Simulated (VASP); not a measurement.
# Ce (Fm-3m) in VASP: a series of runs, part 2 of 2

VASP 6.6.1. Earlier steps stand in the parts before.

### Step 3. Single point, PBE

This run uses another cell than the first one, of 26.00 Å³/atom.

File INCAR:

```
SYSTEM = Ce
  PREC = Accurate
  ENCUT = 520
  EDIFF = 1E-6
  ISMEAR = -1
  SIGMA = 0.06122561905347299
  LREAL = .False.
  LASPH = .True.
  NELM = 100
  ALGO = Normal
  ISIF = 2
  LWAVE = .False.
  LCHARG = .True.
  GGA = PE
  LELF = .True.
  LVHAR = .True.
  NBANDS = 12
```

File KPOINTS:

```
Automatic mesh
0
Gamma
  40 40 40
  0 0 0
```

File POSCAR:

```
Ce
1.0
    0.0000000000      2.3514226545      2.3514226545
    2.3514226545      0.0000000000      2.3514226545
    2.3514226545      2.3514226545      0.0000000000
Ce
1
Direct
    0.0000000000      0.0000000000      0.0000000000
```

Potentials or basis: VASP PAW PBE potentials, release 64 (Ce).

Started as:

```console
$ cat potpaw_PBE.64/Ce/POTCAR > POTCAR
$ mpirun -np 1 vasp_std > vasp.out
```

OUTCAR:

```text
SYSTEM = Ce
   PREC = Accurate
   ENCUT = 520
   EDIFF = 1E-6
   ISMEAR = -1
   LREAL = .False.
   LASPH = .True.
   NELM = 100
   ISIF = 2
   GGA = PE

 ion  position               nearest neighbor table
   1  0.000  0.000  0.000-

  LATTYP: Found a face centered cubic cell.
 ALAT       =     4.7028453090

  Lattice vectors:

 A1 = (   0.0000000000,   2.3514226545,   2.3514226545)
 A2 = (   2.3514226545,   0.0000000000,   2.3514226545)
 A3 = (   2.3514226545,   2.3514226545,   0.0000000000)

Analysis of symmetry for initial positions (statically):
=====================================================================
 Subroutine PRICEL returns:
 Original cell was already a primitive cell.

 Routine SETGRP: Setting up the symmetry group for a
 face centered cubic supercell.

 Subroutine GETGRP returns: Found 48 space group operations
 (whereof 48 operations were pure point group operations)
 out of a pool of 48 trial point group operations.

The static configuration has the point symmetry O_h .

Analysis of symmetry for dynamics (positions and initial velocities):
=====================================================================
 Subroutine PRICEL returns:
 Original cell was already a primitive cell.

 Routine SETGRP: Setting up the symmetry group for a
 face centered cubic supercell.

 Subroutine GETGRP returns: Found 48 space group operations
 (whereof 48 operations were pure point group operations)
 out of a pool of 48 trial point group operations.

The dynamic configuration has the point symmetry O_h .

 Subroutine INISYM returns: Found 48 space group operations
 (whereof 48 operations are pure point group operations),
 and found     1 'primitive' translations

----------------------------------------------------------------------------------------

                                     Primitive cell

  volume of cell :      26.0029

  direct lattice vectors                    reciprocal lattice vectors
     0.000000000  2.351422654  2.351422654    -0.212637230  0.212637230  0.212637230
     2.351422654  0.000000000  2.351422654     0.212637230 -0.212637230  0.212637230
     2.351422654  2.351422654  0.000000000     0.212637230  0.212637230 -0.212637230

  length of vectors
     3.325413809  3.325413809  3.325413809     0.368298486  0.368298486  0.368298486

  position of ions in fractional coordinates (direct lattice)
     0.000000000  0.000000000  0.000000000

  ion indices of the primitive-cell ions
   primitive index   ion index
                 1           1

----------------------------------------------------------------------------------------

 KPOINTS: Automatic mesh

Automatic generation of k-mesh.
 Grid dimensions read from file:
 generate k-points for:   40   40   40

 Generating k-lattice:

  Cartesian coordinates                     Fractional coordinates (reciprocal lattice)
    -0.005315931  0.005315931  0.005315931     0.025000000  0.000000000  0.000000000
     0.005315931 -0.005315931  0.005315931     0.000000000  0.025000000  0.000000000
     0.005315931  0.005315931 -0.005315931     0.000000000  0.000000000  0.025000000

  Length of vectors
     0.009207462  0.009207462  0.009207462

  Shift w.r.t. Gamma in fractional coordinates (k-lattice)
     0.000000000  0.000000000  0.000000000

 Subroutine IBZKPT returns following result:
 ===========================================

 Found   1661 irreducible k-points:

 Following reciprocal coordinates:
            Coordinates               Weight
  0.000000  0.000000  0.000000      1.000000
  0.025000  0.000000  0.000000      8.000000
  0.050000  0.000000  0.000000      8.000000
  0.075000  0.000000  0.000000      8.000000
  0.100000  0.000000  0.000000      8.000000
  0.125000  0.000000  0.000000      8.000000
[... 16 lines left out ...]
  0.050000  0.025000  0.000000     24.000000
  0.075000  0.025000  0.000000     24.000000
 [... further k-points ...]
   k-points           NKPTS =   1661   k-points in BZ     NKDIM =   1661   number of bands    NBANDS=     12
   number of dos      NEDOS =    301   number of ions     NIONS =      1
   total plane-waves  NPLWV =  21952
   dimension x,y,z NGX =    28 NGY =   28 NGZ =   28
   dimension x,y,z NGXF=    56 NGYF=   56 NGZF=   56
   ions per type =               1
   NGX,Y,Z   is equivalent  to a cutoff of  14.00, 14.00, 14.00 a.u.
   NGXF,Y,Z  is equivalent  to a cutoff of  28.00, 28.00, 28.00 a.u.
 SYSTEM =  Ce
   PREC   = accura    normal or accurate (medium, high low for compatibility)
   ISTART =      0    job   : 0-new  1-cont  2-samecut
   ICHARG =      2    charge: 1-file 2-atom 10-const
   ISPIN  =      1    spin polarized calculation?
   LNONCOLLINEAR =      F non collinear calculations
   LSORBIT =      F    spin-orbit coupling
   LASPH  =      T    aspherical Exc in radial PAW
   ENCUT  =  520.0 eV  38.22 Ry    6.18 a.u.   6.18  6.18  6.18*2*pi/ulx,y,z
   NELM   =    100;   NELMIN=  2; NELMDL= -5     # of ELM steps
   EDIFF  = 0.1E-05   stopping-criterion for ELM
   LREAL  =      F    real-space projection
   EDIFFG = 0.1E-04   stopping-criterion for IOM
   NSW    =      0    number of steps for IOM
   IBRION =     -1    ionic relax: 0-MD 1-quasi-New 2-CG
   NFREE  =      0    steps in history (QN), initial steepest desc. (CG)
   ISIF   =      2    stress and relaxation
   ISYM   =      2    0-nonsym 1-usesym 2-fastsym
   POTIM  = 0.5000    time-step for ionic-motion
   TEBEG  =    0.0;   TEEND  =   0.0 temperature during run
   PSTRESS=    0.0 pullay stress
   NELECT =      12.0000    total number of electrons
   NUPDOWN=      -1.0000    fix difference up-down
   EMIN   =  10.00;   EMAX   =-10.00  energy-range for DOS
   EFERMI =   0.00;   METHOD = LEGACY
   ISMEAR =    -1;   SIGMA  =   0.06  broadening in eV -4-tet -1-fermi 0-gaus
   EFERMI_NEDOS =   21; number of points for ismear=-14 and -15
   IALGO  =     38    algorithm
   IMIX   =      4    mixing-type and parameters
     AMIX     =   0.40;   BMIX     =  1.00
     AMIX_MAG =   1.60;   BMIX_MAG =  1.00
  volume/ion in A,a.u.               =      26.00       175.48
  Fermi-wavevector in a.u.,A,eV,Ry     =   1.265109  2.390709 21.776129  1.600500
  Thomas-Fermi vector in A             =   2.398379
   LORBIT       =      0    0 simple, 1 ext, 2 COOP (PROOUT), +10 PAW based schemes
   GGA     = PE    functional components
   LHFCALC =     F    Hartree Fock is set to
   AEXX    =    0.0000 exact exchange contribution
   IVDW    =     0    specifies the selected vdW correction
   LEPSILON=     F    determine dielectric tensor
   LRPA    =     F    only Hartree local field effects (RPA)
 non-spin polarized calculation
  energy-cutoff  :      520.00
  volume of cell :       26.00
 maximum number of plane-waves:       725
 NGX is ok and might be reduce to    28
   NGX = 13   NGY = 13   NGZ = 13

 number of electron      12.0000000 magnetization

 Free energy of the ion-electron system (eV)
  ---------------------------------------------------
  ext. energy  EPLUGINS =         0.00000000
  ---------------------------------------------------
  free energy    TOTEN  =        -5.94395474 eV

  energy without entropy =       -5.91345118  energy(sigma->0) =       -5.92870296

 E-fermi :   9.6267     XC(G=0): -11.3773

 val. band max:        9.6266571386   @ k =  -0.2000   0.2750   0.1250
 cond. band min:       9.6270067245   @ k =   0.3000   0.1250   0.0000
 fundamental gap:      0.0003495859
 Fermi energy:         9.6266817340

 k-point     1 :       0.0000    0.0000    0.0000
  band No.  band energies     occupation
      1     -25.1641      2.00000
      2      -6.2504      2.00000
      3      -6.2504      2.00000
      4      -6.2504      2.00000
      5       6.7867      2.00000
      6       9.4009      1.95118
      7      10.0175      0.00337
      8      10.0175      0.00337
      9      10.0175      0.00337
     10      10.8029      0.00000
     11      10.8029      0.00000
     12      10.8029      0.00000
[... 331 lines left out ...]
 k-point    24 :       0.0750    0.0250    0.0000
  band No.  band energies     occupation
      1     -25.1385      2.00000
      2      -6.4168      2.00000
      3      -6.2817      2.00000
      4      -6.2682      2.00000
      5       7.0198      2.00000
      6       9.3332      1.98357
      7       9.9918      0.00513
      8      10.0269      0.00290
      9      10.0297      0.00277
     10      10.6617      0.00000
     11      10.6641      0.00000
     12      10.7959      0.00000

 [... further k-points ...]

------------------------ aborting loop because EDIFF is reached ----------------------------------------

  FORCE on cell =-STRESS in cart. coord.  units (eV):
  Direction    XX          YY          ZZ          XY          YZ          ZX
  --------------------------------------------------------------------------------------
  -------------------------------------------------------------------------------------
  Total        0.1002082      0.1002082      0.1002082     -0.0000000     -0.0000000      0.0000000
  in kB        6.1743546      6.1743546      6.1743546     -0.0000000     -0.0000000      0.0000000
  external PRESSURE =       6.1743546 kB  Pullay stress =       0.0000000 kB

 VOLUME and BASIS-vectors are now :
 -----------------------------------------------------------------------------
  energy-cutoff  :      520.00
  volume of cell :       26.00
      direct lattice vectors                 reciprocal lattice vectors
     0.000000000  2.351422654  2.351422654    -0.212637230  0.212637230  0.212637230
     2.351422654  0.000000000  2.351422654     0.212637230 -0.212637230  0.212637230
     2.351422654  2.351422654  0.000000000     0.212637230  0.212637230 -0.212637230

 POSITION                                       TOTAL-FORCE (eV/Angst)
 -----------------------------------------------------------------------------------
      0.00000      0.00000      0.00000        -0.000000     -0.000000      0.000000
 -----------------------------------------------------------------------------------
    total drift:                                0.000000     -0.000000      0.000000

  FREE ENERGIE OF THE ION-ELECTRON SYSTEM (eV)
  ---------------------------------------------------
  free  energy   TOTEN  =        -5.9439547367 eV

  energy  without entropy=       -5.9134511837  energy(sigma->0) =       -5.92870296
```

Wall time 5.3 min (1 thread of Intel Xeon 6975P-C (Granite Rapids), shared host); peak memory 0.73 GiB.

What came out:

```
Free energy            : -5.9440 eV
Pressure               : 0.6 GPa
Band gap on the k mesh : zero (bands 6 and 7 overlap by 0.54 eV)
```

Caveat: spin-orbit coupling is left out, which moves the levels of the heavy elements; semilocal functionals describe open f shells poorly, which spoils levels, moments and volumes.
